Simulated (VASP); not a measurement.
Input of a VASP 6.6.1 run:

Contents of POSCAR:

```
LiF
1.0
    0.0000000000      1.8126000000      2.0140000000
    2.0140000000      0.0000000000      2.0140000000
    2.0140000000      1.8126000000      0.0000000000
Li F
1 1
Direct
    0.0000000000      0.0000000000      0.0000000000
    0.5000000000      0.5000000000      0.5000000000
```

The input INCAR.step1:

```
SYSTEM = LiF
ALGO = Normal ; EDIFF = 1E-4
ENCUT = 520 ; GGA = PE
ISMEAR = 0 ; LASPH = .True.
LCHARG = .False. ; LREAL = .False.
LWAVE = .True. ; NBANDS = 12
NELM = 80 ; PREC = Accurate
SIGMA = 0.05
```

The input INCAR.step2:

```
SYSTEM = LiF
ALGO = Normal ; EDIFF = 1E-7
ENCUT = 520 ; ISIF = 2
ISMEAR = 0 ; ISTART = 1
LASPH = .True. ; LCHARG = .False.
LMIXTAU = .True. ; LREAL = .False.
LWAVE = .False. ; METAGGA = R2SCAN
NBANDS = 12 ; NELM = 80
PREC = Accurate ; SIGMA = 0.05
```

File KPOINTS:

```
k-points
0
Gamma
  10 10 10
  0 0 0
```

Potentials or basis: VASP PAW PBE potentials, release 64 (Li_sv, F).

Run with:

```bash
$ cat potpaw_PBE.64/Li_sv/POTCAR potpaw_PBE.64/F/POTCAR > POTCAR
$ cp INCAR.step1 INCAR
$ mpirun -np 1 vasp_std > vasp.out
$ cp INCAR.step2 INCAR
$ mpirun -np 1 vasp_std > vasp.out
```

(1) Estimate the band gap on the k mesh.

## Answers

(1) 11.13 eV.

Caveat: the cell differs from its parent crystal (strain -0.1000 x Voigt [0, 1, 0, 0, 0, 0]).
